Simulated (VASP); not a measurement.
# SnRu4 (Im-3m) in VASP: single point with PBE

Aim: the single point of SnRu4 with PBE.

Program: VASP 6.6.1. These are calculated values, not measurements. Logs are shortened: lines on timing, memory, paths and dates and some standing lists are left out, and cuts for length are marked.

## 1. The cell of the first run

It takes space group Im-3m (No. 229, cubic). The conventional cell has a = 5.388 Å, b = 5.388 Å, c = 5.388 Å, α = 90.00°, β = 90.00°, γ = 90.00°. Sn (site symmetry m-3m) has 8 Ru at 2.33 Å within 3.1 Å. Within 3.1 Å of Ru (site symmetry -3m) lie 2 Sn at 2.33 Å and 6 Ru at 2.69 Å.

## 2. Single point, PBE

Contents of INCAR:

```
  PREC = Accurate
  ENCUT = 520
  EDIFF = 1E-6
  ISMEAR = 0
  SIGMA = 0.1
  LREAL = F
  LASPH = T
  NELM = 100
  ALGO = Normal
  ISIF = 2
  LWAVE = F
  LCHARG = F
  GGA = PE
  NBANDS = 43
```

Contents of KPOINTS:

```
regular mesh
0
Gamma
  4 4 4
```

Contents of POSCAR:

```
SnRu4
1.0
   -2.6941579300      2.6941579300      2.6941579300
    2.6941579300     -2.6941579300      2.6941579300
    2.6941579300      2.6941579300     -2.6941579300
Sn Ru
1 4
Direct
    0.0000000000      0.0000000000      0.0000000000
    0.5000000000      0.5000000000      0.5000000000
    0.5000000000      0.0000000000      0.0000000000
    0.0000000000      0.0000000000      0.5000000000
    0.0000000000      0.5000000000      0.0000000000
```

Potentials or basis: VASP PAW PBE potentials, release 64 (Sn_d, Ru_pv).

The run is started by

```bash
> cat potpaw_PBE.64/Sn_d/POTCAR potpaw_PBE.64/Ru_pv/POTCAR > POTCAR
> mpirun -np 1 vasp_std > vasp.out
```

OUTCAR:

```text
PREC = Accurate
   ENCUT = 520
   EDIFF = 1E-6
   ISMEAR = 0
   LREAL = F
   LASPH = T
   NELM = 100
   ISIF = 2
   GGA = PE

 ion  position               nearest neighbor table
   1  0.000  0.000  0.000-   2 2.33   3 2.33   4 2.33   5 2.33   4 2.33   5 2.33   3 2.33   2 2.33

   2  0.500  0.500  0.500-   1 2.33   1 2.33   4 2.69   5 2.69   3 2.69   5 2.69   4 2.69   3 2.69

   3  0.500  0.000  0.000-   1 2.33   1 2.33   4 2.69   5 2.69   2 2.69   2 2.69   4 2.69   5 2.69

   4  0.000  0.000  0.500-   1 2.33   1 2.33   3 2.69   5 2.69   2 2.69   5 2.69   3 2.69   2 2.69

   5  0.000  0.500  0.000-   1 2.33   1 2.33   3 2.69   4 2.69   2 2.69   4 2.69   2 2.69   3 2.69

  LATTYP: Found a body centered cubic cell.
 ALAT       =     5.3883158600

  Lattice vectors:

 A1 = (  -2.6941579300,   2.6941579300,   2.6941579300)
 A2 = (   2.6941579300,  -2.6941579300,   2.6941579300)
 A3 = (   2.6941579300,   2.6941579300,  -2.6941579300)

Analysis of symmetry for initial positions (statically):
=====================================================================
 Subroutine PRICEL returns:
 Original cell was already a primitive cell.

 Routine SETGRP: Setting up the symmetry group for a
 body centered cubic supercell.

 Subroutine GETGRP returns: Found 48 space group operations
[... 9 lines left out ...]

 Routine SETGRP: Setting up the symmetry group for a
 body centered cubic supercell.

 Subroutine GETGRP returns: Found 48 space group operations
[... 11 lines left out ...]
                                     Primitive cell

  volume of cell :      78.2220

  direct lattice vectors                    reciprocal lattice vectors
    -2.694157930  2.694157930  2.694157930     0.000000000  0.185586745  0.185586745
     2.694157930 -2.694157930  2.694157930     0.185586745  0.000000000  0.185586745
     2.694157930  2.694157930 -2.694157930     0.185586745  0.185586745  0.000000000

  length of vectors
     4.666418418  4.666418418  4.666418418     0.262459291  0.262459291  0.262459291

  position of ions in fractional coordinates (direct lattice)
     0.000000000  0.000000000  0.000000000
     0.500000000  0.500000000  0.500000000
     0.500000000  0.000000000  0.000000000
     0.000000000  0.000000000  0.500000000
     0.000000000  0.500000000  0.000000000

  ion indices of the primitive-cell ions
   primitive index   ion index
                 1           1
                 2           2
                 3           3
                 4           4
                 5           5

----------------------------------------------------------------------------------------

 KPOINTS: regular mesh

Automatic generation of k-mesh.
 Grid dimensions read from file:
 generate k-points for:    4    4    4

 Generating k-lattice:

  Cartesian coordinates                     Fractional coordinates (reciprocal lattice)
     0.000000000  0.046396686  0.046396686     0.250000000  0.000000000  0.000000000
     0.046396686  0.000000000  0.046396686     0.000000000  0.250000000  0.000000000
     0.046396686  0.046396686  0.000000000     0.000000000  0.000000000  0.250000000

  Length of vectors
     0.065614823  0.065614823  0.065614823

  Shift w.r.t. Gamma in fractional coordinates (k-lattice)
     0.000000000  0.000000000  0.000000000

 Subroutine IBZKPT returns following result:
 ===========================================

 Found      8 irreducible k-points:

 Following reciprocal coordinates:
            Coordinates               Weight
  0.000000  0.000000  0.000000      1.000000
  0.250000  0.000000  0.000000     12.000000
  0.500000  0.000000  0.000000      6.000000
  0.250000  0.250000  0.000000     24.000000
  0.250000  0.250000  0.250000      2.000000
 -0.250000  0.250000  0.250000      6.000000
  0.500000  0.500000  0.250000     12.000000
  0.500000  0.500000  0.500000      1.000000
   k-points           NKPTS =      8   k-points in BZ     NKDIM =      8   number of bands    NBANDS=     43
   number of dos      NEDOS =    301   number of ions     NIONS =      5
   total plane-waves  NPLWV =  46656
   dimension x,y,z NGX =    36 NGY =   36 NGZ =   36
   dimension x,y,z NGXF=    72 NGYF=   72 NGZF=   72
   ions per type =               1   4
   NGX,Y,Z   is equivalent  to a cutoff of  12.83, 12.83, 12.83 a.u.
   NGXF,Y,Z  is equivalent  to a cutoff of  25.65, 25.65, 25.65 a.u.
 SYSTEM =  unknown system
   PREC   = accura    normal or accurate (medium, high low for compatibility)
   ISTART =      0    job   : 0-new  1-cont  2-samecut
   ICHARG =      2    charge: 1-file 2-atom 10-const
   ISPIN  =      1    spin polarized calculation?
   LNONCOLLINEAR =      F non collinear calculations
   LSORBIT =      F    spin-orbit coupling
   LASPH  =      T    aspherical Exc in radial PAW
   ENCUT  =  520.0 eV  38.22 Ry    6.18 a.u.   8.68  8.68  8.68*2*pi/ulx,y,z
   NELM   =    100;   NELMIN=  2; NELMDL= -5     # of ELM steps
   EDIFF  = 0.1E-05   stopping-criterion for ELM
   LREAL  =      F    real-space projection
   EDIFFG = 0.1E-04   stopping-criterion for IOM
   NSW    =      0    number of steps for IOM
   IBRION =     -1    ionic relax: 0-MD 1-quasi-New 2-CG
   NFREE  =      0    steps in history (QN), initial steepest desc. (CG)
   ISIF   =      2    stress and relaxation
   ISYM   =      2    0-nonsym 1-usesym 2-fastsym
   POTIM  = 0.5000    time-step for ionic-motion
   TEBEG  =    0.0;   TEEND  =   0.0 temperature during run
   PSTRESS=    0.0 pullay stress
   NELECT =      70.0000    total number of electrons
   NUPDOWN=      -1.0000    fix difference up-down
   EMIN   =  10.00;   EMAX   =-10.00  energy-range for DOS
   EFERMI =   0.00;   METHOD = LEGACY
   ISMEAR =     0;   SIGMA  =   0.10  broadening in eV -4-tet -1-fermi 0-gaus
   EFERMI_NEDOS =   21; number of points for ismear=-14 and -15
   IALGO  =     38    algorithm
   IMIX   =      4    mixing-type and parameters
     AMIX     =   0.40;   BMIX     =  1.00
     AMIX_MAG =   1.60;   BMIX_MAG =  1.00
  volume/ion in A,a.u.               =      15.64       105.57
  Fermi-wavevector in a.u.,A,eV,Ry     =   1.577603  2.981238 33.862616  2.488832
  Thomas-Fermi vector in A             =   2.678260
   LORBIT       =      0    0 simple, 1 ext, 2 COOP (PROOUT), +10 PAW based schemes
   GGA     = PE    functional components
   LHFCALC =     F    Hartree Fock is set to
   AEXX    =    0.0000 exact exchange contribution
   IVDW    =     0    specifies the selected vdW correction
   LEPSILON=     F    determine dielectric tensor
   LRPA    =     F    only Hartree local field effects (RPA)
 non-spin polarized calculation
 Gauss-broadening in eV      SIGMA  =   0.10
  energy-cutoff  :      520.00
  volume of cell :       78.22
 maximum number of plane-waves:      2123
 NGX is ok and might be reduce to    36
   NGX = 17   NGY = 17   NGZ = 17

 number of electron      69.9999973 magnetization

 Free energy of the ion-electron system (eV)
  ---------------------------------------------------
  ext. energy  EPLUGINS =         0.00000000
  ---------------------------------------------------
  free energy    TOTEN  =       -29.77204206 eV

  energy without entropy =      -29.72079861  energy(sigma->0) =      -29.74642033

 E-fermi :  11.0590     XC(G=0): -12.9691

 val. band max:       11.0440713696   @ k =   0.5000   0.5000   0.2500
 cond. band min:      11.0783028733   @ k =   0.2500   0.0000   0.0000
 fundamental gap:      0.0342315037
 Fermi energy:        11.0590431932

 k-point     1 :       0.0000    0.0000    0.0000
  band No.  band energies     occupation
      1     -31.6709      2.00000
      2     -31.6709      2.00000
      3     -31.6709      2.00000
      4     -31.4109      2.00000
      5     -31.4109      2.00000
      6     -31.4109      2.00000
[... 35 lines left out ...]
     42      15.8424      0.00000
     43      15.8424      0.00000

 k-point     2 :       0.2500    0.0000    0.0000
  band No.  band energies     occupation
      1     -31.6639      2.00000
      2     -31.6457      2.00000
      3     -31.5901      2.00000
      4     -31.3765      2.00000
      5     -31.3724      2.00000
      6     -31.3260      2.00000
[... 35 lines left out ...]
     42      15.0771      0.00000
     43      16.7644      0.00000

 k-point     3 :       0.5000    0.0000    0.0000
  band No.  band energies     occupation
      1     -31.6590      2.00000
      2     -31.6231      2.00000
      3     -31.4003      2.00000
      4     -31.3794      2.00000
      5     -31.2964      2.00000
      6     -31.2829      2.00000
[... 35 lines left out ...]
     42      15.9260      0.00000
     43      17.1372      0.00000

 k-point     4 :       0.2500    0.2500    0.0000
  band No.  band energies     occupation
      1     -31.6661      2.00000
      2     -31.5335      2.00000
      3     -31.5299      2.00000
      4     -31.3598      2.00000
      5     -31.3339      2.00000
      6     -31.2307      2.00000
[... 35 lines left out ...]
     42      16.9693      0.00000
     43      18.0540      0.00000

 k-point     5 :       0.2500    0.2500    0.2500
  band No.  band energies     occupation
      1     -31.4920      2.00000
      2     -31.4722      2.00000
      3     -31.4722      2.00000
      4     -31.4722      2.00000
      5     -31.1581      2.00000
      6     -31.1581      2.00000
[... 35 lines left out ...]
     42      20.4044      0.00000
     43      20.4044      0.00000

 k-point     6 :      -0.2500    0.2500    0.2500
  band No.  band energies     occupation
      1     -31.7488      2.00000
      2     -31.5781      2.00000
      3     -31.5781      2.00000
      4     -31.4468      2.00000
      5     -31.2912      2.00000
      6     -31.2579      2.00000
[... 35 lines left out ...]
     42      15.3999      0.00000
     43      17.6555      0.00000

 k-point     7 :       0.5000    0.5000    0.2500
  band No.  band energies     occupation
      1     -31.7839      2.00000
      2     -31.5556      2.00000
      3     -31.4760      2.00000
      4     -31.4688      2.00000
      5     -31.4356      2.00000
      6     -31.3932      2.00000
[... 35 lines left out ...]
     42      16.4367      0.00000
     43      17.5465      0.00000

 k-point     8 :       0.5000    0.5000    0.5000
  band No.  band energies     occupation
      1     -31.8615      2.00000
      2     -31.5317      2.00000
      3     -31.5317      2.00000
      4     -31.5317      2.00000
      5     -31.4824      2.00000
      6     -31.4824      2.00000
[... 35 lines left out ...]
     42      15.9647      0.00000
     43      15.9647      0.00000

------------------------ aborting loop because EDIFF is reached ----------------------------------------

  FORCE on cell =-STRESS in cart. coord.  units (eV):
  Direction    XX          YY          ZZ          XY          YZ          ZX
  --------------------------------------------------------------------------------------
  -------------------------------------------------------------------------------------
  Total       26.4859161     26.4859161     26.4859161      0.0000000     -0.0000000     -0.0000000
  in kB      542.4958730    542.4958730    542.4958730      0.0000000     -0.0000000     -0.0000000
  external PRESSURE =     542.4958730 kB  Pullay stress =       0.0000000 kB

 VOLUME and BASIS-vectors are now :
 -----------------------------------------------------------------------------
  energy-cutoff  :      520.00
  volume of cell :       78.22
      direct lattice vectors                 reciprocal lattice vectors
    -2.694157930  2.694157930  2.694157930     0.000000000  0.185586745  0.185586745
     2.694157930 -2.694157930  2.694157930     0.185586745  0.000000000  0.185586745
     2.694157930  2.694157930 -2.694157930     0.185586745  0.185586745  0.000000000

 POSITION                                       TOTAL-FORCE (eV/Angst)
 -----------------------------------------------------------------------------------
      0.00000      0.00000      0.00000         0.000000      0.000000     -0.000000
      1.34708      1.34708      1.34708        -0.000000     -0.000000      0.000000
     -1.34708      1.34708      1.34708         0.000000      0.000000     -0.000000
      1.34708      1.34708     -1.34708        -0.000000      0.000000      0.000000
      1.34708     -1.34708      1.34708         0.000000     -0.000000     -0.000000
 -----------------------------------------------------------------------------------
    total drift:                               -0.000000     -0.000000      0.000000

  FREE ENERGIE OF THE ION-ELECTRON SYSTEM (eV)
  ---------------------------------------------------
  free  energy   TOTEN  =       -29.7720420553 eV

  energy  without entropy=      -29.7207986128  energy(sigma->0) =      -29.74642033
```

Wall time 30 s (1 thread of AMD EPYC 7R13 (Zen 3), shared host); peak memory 0.17 GiB.

Results:

```yaml
Free_energy: -29.7720 eV
Pressure: 54.2 GPa
Band_gap_on_the_k_mesh: zero (band 35 reaches 11.64 eV, above the bottom of band 36 at 10.39 eV)
```

Caveat: the k points lie up to 0.41 Å⁻¹ apart; spin-orbit coupling is left out, which moves the levels of the heavy elements.
